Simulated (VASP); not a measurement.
# Cd (Im-3m) in VASP: a series of runs

Runs on Cd. Level: PBE. Tasks: single point.

All numbers are computed with VASP 6.6.1; they aren't measurements. Logs are shortened: lines on timing, memory, paths and dates and some standing lists are left out, and cuts for length are marked.

## (1) The cell of the first run

The structure is cubic, space group Im-3m (No. 229). Conventional cell: a = 3.569 Å, b = 3.569 Å, c = 3.569 Å, α = 90.00°, β = 90.00°, γ = 90.00°. Cd (site symmetry m-3m) has 14 Cd at 3.09 to 3.57 Å within 4.1 Å.

## (2) Single point, PBE

INCAR reads:

```
PREC     = Accurate       # precision mode
ENCUT    = 500            # plane-wave cutoff, eV
EDIFF    = 1E-6           # SCF threshold, eV
ISMEAR   = -1             # smearing method
SIGMA    = 0.15           # smearing width, eV
LREAL    = F              # projectors in reciprocal space
LASPH    = T              # aspherical terms in the spheres
NELM     = 120            # most SCF steps
ALGO     = Normal         # electronic algorithm
ISIF     = 2              # what is computed and relaxed
LWAVE    = F              # write WAVECAR
LCHARG   = F              # write CHGCAR
GGA      = PE             # functional
NBANDS   = 12             # bands
GGA_COMPAT= F
```

KPOINTS reads:

```
Automatic mesh
0
Gamma
  7 7 7
```

POSCAR reads:

```
Cd
1.0
   -1.7843220000      1.7843220000      1.7843220000
    1.7843220000     -1.7843220000      1.7843220000
    1.7843220000      1.7843220000     -1.7843220000
Cd
1
Direct
    0.0000000000      0.0000000000      0.0000000000
```

Potentials or basis: VASP PAW PBE potentials, release 64 (Cd).

Run with:

```bash
cat potpaw_PBE.64/Cd/POTCAR > POTCAR
mpirun -np 1 vasp_std > vasp.out
```

OUTCAR:

```text
PREC = Accurate
   ENCUT = 500
   EDIFF = 1E-6
   ISMEAR = -1
   LREAL = F
   LASPH = T
   NELM = 120
   ISIF = 2
   GGA = PE

 ion  position               nearest neighbor table
   1  0.000  0.000  0.000-

  LATTYP: Found a body centered cubic cell.
 ALAT       =     3.5686440000

  Lattice vectors:

 A1 = (  -1.7843220000,   1.7843220000,   1.7843220000)
 A2 = (   1.7843220000,  -1.7843220000,   1.7843220000)
 A3 = (   1.7843220000,   1.7843220000,  -1.7843220000)

Analysis of symmetry for initial positions (statically):
=====================================================================
 Subroutine PRICEL returns:
 Original cell was already a primitive cell.

 Routine SETGRP: Setting up the symmetry group for a
 body centered cubic supercell.

 Subroutine GETGRP returns: Found 48 space group operations
 (whereof 48 operations were pure point group operations)
 out of a pool of 48 trial point group operations.

The static configuration has the point symmetry O_h .

Analysis of symmetry for dynamics (positions and initial velocities):
=====================================================================
 Subroutine PRICEL returns:
 Original cell was already a primitive cell.

 Routine SETGRP: Setting up the symmetry group for a
 body centered cubic supercell.

 Subroutine GETGRP returns: Found 48 space group operations
 (whereof 48 operations were pure point group operations)
 out of a pool of 48 trial point group operations.

The dynamic configuration has the point symmetry O_h .

 Subroutine INISYM returns: Found 48 space group operations
 (whereof 48 operations are pure point group operations),
 and found     1 'primitive' translations

----------------------------------------------------------------------------------------

                                     Primitive cell

  volume of cell :      22.7237

  direct lattice vectors                    reciprocal lattice vectors
    -1.784322000  1.784322000  1.784322000     0.000000000  0.280218481  0.280218481
     1.784322000 -1.784322000  1.784322000     0.280218481  0.000000000  0.280218481
     1.784322000  1.784322000 -1.784322000     0.280218481  0.280218481  0.000000000

  length of vectors
     3.090536361  3.090536361  3.090536361     0.396288776  0.396288776  0.396288776

  position of ions in fractional coordinates (direct lattice)
     0.000000000  0.000000000  0.000000000

  ion indices of the primitive-cell ions
   primitive index   ion index
                 1           1

----------------------------------------------------------------------------------------

 KPOINTS: Automatic mesh

Automatic generation of k-mesh.
 Grid dimensions read from file:
 generate k-points for:    7    7    7

 Generating k-lattice:

  Cartesian coordinates                     Fractional coordinates (reciprocal lattice)
     0.000000000  0.040031212  0.040031212     0.142857143  0.000000000  0.000000000
     0.040031212  0.000000000  0.040031212     0.000000000  0.142857143  0.000000000
     0.040031212  0.040031212  0.000000000     0.000000000  0.000000000  0.142857143

  Length of vectors
     0.056612682  0.056612682  0.056612682

  Shift w.r.t. Gamma in fractional coordinates (k-lattice)
     0.000000000  0.000000000  0.000000000

 Subroutine IBZKPT returns following result:
 ===========================================

 Found     20 irreducible k-points:

 Following reciprocal coordinates:
            Coordinates               Weight
  0.000000  0.000000  0.000000      1.000000
  0.142857  0.000000  0.000000     12.000000
  0.285714  0.000000  0.000000     12.000000
  0.428571  0.000000  0.000000     12.000000
  0.142857  0.142857  0.000000     24.000000
  0.285714  0.142857  0.000000     48.000000
[... 12 lines left out ...]
 -0.428571 -0.428571  0.285714      8.000000
 -0.428571  0.428571  0.428571      6.000000
   k-points           NKPTS =     20   k-points in BZ     NKDIM =     20   number of bands    NBANDS=     12
   number of dos      NEDOS =    301   number of ions     NIONS =      1
   total plane-waves  NPLWV =  13824
   dimension x,y,z NGX =    24 NGY =   24 NGZ =   24
   dimension x,y,z NGXF=    48 NGYF=   48 NGZF=   48
   ions per type =               1
   NGX,Y,Z   is equivalent  to a cutoff of  12.91, 12.91, 12.91 a.u.
   NGXF,Y,Z  is equivalent  to a cutoff of  25.82, 25.82, 25.82 a.u.
 SYSTEM =  unknown system
   PREC   = accura    normal or accurate (medium, high low for compatibility)
   ISTART =      0    job   : 0-new  1-cont  2-samecut
   ICHARG =      2    charge: 1-file 2-atom 10-const
   ISPIN  =      1    spin polarized calculation?
   LNONCOLLINEAR =      F non collinear calculations
   LSORBIT =      F    spin-orbit coupling
   LASPH  =      T    aspherical Exc in radial PAW
   ENCUT  =  500.0 eV  36.75 Ry    6.06 a.u.   5.63  5.63  5.63*2*pi/ulx,y,z
   NELM   =    120;   NELMIN=  2; NELMDL= -5     # of ELM steps
   EDIFF  = 0.1E-05   stopping-criterion for ELM
   LREAL  =      F    real-space projection
   EDIFFG = 0.1E-04   stopping-criterion for IOM
   NSW    =      0    number of steps for IOM
   IBRION =     -1    ionic relax: 0-MD 1-quasi-New 2-CG
   NFREE  =      0    steps in history (QN), initial steepest desc. (CG)
   ISIF   =      2    stress and relaxation
   ISYM   =      2    0-nonsym 1-usesym 2-fastsym
   POTIM  = 0.5000    time-step for ionic-motion
   TEBEG  =    0.0;   TEEND  =   0.0 temperature during run
   PSTRESS=    0.0 pullay stress
   NELECT =      12.0000    total number of electrons
   NUPDOWN=      -1.0000    fix difference up-down
   EMIN   =  10.00;   EMAX   =-10.00  energy-range for DOS
   EFERMI =   0.00;   METHOD = LEGACY
   ISMEAR =    -1;   SIGMA  =   0.15  broadening in eV -4-tet -1-fermi 0-gaus
   EFERMI_NEDOS =   21; number of points for ismear=-14 and -15
   IALGO  =     38    algorithm
   IMIX   =      4    mixing-type and parameters
     AMIX     =   0.40;   BMIX     =  1.00
     AMIX_MAG =   1.60;   BMIX_MAG =  1.00
  volume/ion in A,a.u.               =      22.72       153.35
  Fermi-wavevector in a.u.,A,eV,Ry     =   1.323250  2.500581 23.823686  1.750992
  Thomas-Fermi vector in A             =   2.452872
   LORBIT       =      0    0 simple, 1 ext, 2 COOP (PROOUT), +10 PAW based schemes
   GGA     = PE    functional components
   LHFCALC =     F    Hartree Fock is set to
   AEXX    =    0.0000 exact exchange contribution
   IVDW    =     0    specifies the selected vdW correction
   LEPSILON=     F    determine dielectric tensor
   LRPA    =     F    only Hartree local field effects (RPA)
 non-spin polarized calculation
  energy-cutoff  :      500.00
  volume of cell :       22.72
 maximum number of plane-waves:       603
   NGX = 11   NGY = 11   NGZ = 11

 number of electron      12.0000006 magnetization

 Free energy of the ion-electron system (eV)
  ---------------------------------------------------
  ext. energy  EPLUGINS =         0.00000000
  ---------------------------------------------------
  free energy    TOTEN  =        -0.72431779 eV

  energy without entropy =       -0.69310044  energy(sigma->0) =       -0.70870912

 E-fermi :   2.5865     XC(G=0): -10.7767

 val. band max:        2.5864742818   @ k =  -0.4286  -0.4286   0.1429
 cond. band min:       2.6368462888   @ k =  -0.4286  -0.4286   0.1429
 fundamental gap:      0.0503720069
 Fermi energy:         2.5865018016

 k-point     1 :       0.0000    0.0000    0.0000
  band No.  band energies     occupation
      1      -6.5544      2.00000
      2      -6.5544      2.00000
      3      -6.5544      2.00000
      4      -5.9546      2.00000
      5      -5.9546      2.00000
      6      -5.9345      2.00000
      7      17.9621      0.00000
      8      17.9621      0.00000
      9      17.9621      0.00000
     10      18.4670      0.00000
     11      18.4670      0.00000
     12      18.4670      0.00000

 k-point     2 :       0.1429    0.0000    0.0000
  band No.  band energies     occupation
      1      -6.6123      2.00000
      2      -6.5612      2.00000
      3      -6.3809      2.00000
      4      -6.0143      2.00000
      5      -5.9520      2.00000
      6      -5.3632      2.00000
      7      13.5799      0.00000
      8      16.0982      0.00000
      9      16.2199      0.00000
     10      17.3137      0.00000
     11      17.5292      0.00000
     12      18.7952      0.00000

 k-point     3 :       0.2857    0.0000    0.0000
  band No.  band energies     occupation
      1      -6.7403      2.00000
      2      -6.7199      2.00000
      3      -6.0386      2.00000
      4      -5.9663      2.00000
      5      -5.9432      2.00000
      6      -3.6101      2.00000
      7       8.0636      0.00000
      8      13.5568      0.00000
      9      13.8672      0.00000
     10      16.4937      0.00000
     11      16.8443      0.00000
     12      20.6871      0.00000
[... 226 lines left out ...]
 k-point    19 :      -0.4286   -0.4286    0.2857
  band No.  band energies     occupation
      1      -6.8055      2.00000
      2      -6.8055      2.00000
      3      -6.0944      2.00000
      4      -5.7120      2.00000
      5      -5.7120      2.00000
      6       4.1946      0.00004
      7       4.7627      0.00000
      8       4.7627      0.00000
      9      11.8592      0.00000
     10      12.9197      0.00000
     11      12.9197      0.00000
     12      22.5474      0.00000

 k-point    20 :      -0.4286    0.4286    0.4286
  band No.  band energies     occupation
      1      -6.9516      2.00000
      2      -6.9164      2.00000
      3      -5.7317      2.00000
      4      -5.7317      2.00000
      5      -5.6938      2.00000
      6       3.8947      0.00033
      7       6.4122      0.00000
      8       6.4122      0.00000
      9       8.9025      0.00000
     10      10.6516      0.00000
     11      12.3615      0.00000
     12      25.9796      0.00000

------------------------ aborting loop because EDIFF is reached ----------------------------------------

  FORCE on cell =-STRESS in cart. coord.  units (eV):
  Direction    XX          YY          ZZ          XY          YZ          ZX
  --------------------------------------------------------------------------------------
  -------------------------------------------------------------------------------------
  Total        0.1771973      0.1771973      0.1771973      0.0000000     -0.0000000      0.0000000
  in kB       12.4936096     12.4936096     12.4936096      0.0000000     -0.0000000      0.0000000
  external PRESSURE =      12.4936096 kB  Pullay stress =       0.0000000 kB

 VOLUME and BASIS-vectors are now :
 -----------------------------------------------------------------------------
  energy-cutoff  :      500.00
  volume of cell :       22.72
      direct lattice vectors                 reciprocal lattice vectors
    -1.784322000  1.784322000  1.784322000     0.000000000  0.280218481  0.280218481
     1.784322000 -1.784322000  1.784322000     0.280218481  0.000000000  0.280218481
     1.784322000  1.784322000 -1.784322000     0.280218481  0.280218481  0.000000000

 POSITION                                       TOTAL-FORCE (eV/Angst)
 -----------------------------------------------------------------------------------
      0.00000      0.00000      0.00000        -0.000000      0.000000      0.000000
 -----------------------------------------------------------------------------------
    total drift:                               -0.000000      0.000000      0.000000

  FREE ENERGIE OF THE ION-ELECTRON SYSTEM (eV)
  ---------------------------------------------------
  free  energy   TOTEN  =        -0.7243177921 eV

  energy  without entropy=       -0.6931004412  energy(sigma->0) =       -0.70870912
```

Run time: 8.6 s. Hardware: 1 thread of Intel Xeon 8259CL, shared host; peak memory 0.13 GiB.

Results:

```yaml
Free_energy: -0.7243 eV
Pressure: 1.2 GPa
Band_gap_on_the_k_mesh: zero (band 6 reaches 4.19 eV, above the bottom of band 7 at 1.89 eV)
```

[end of part 1 of 2]
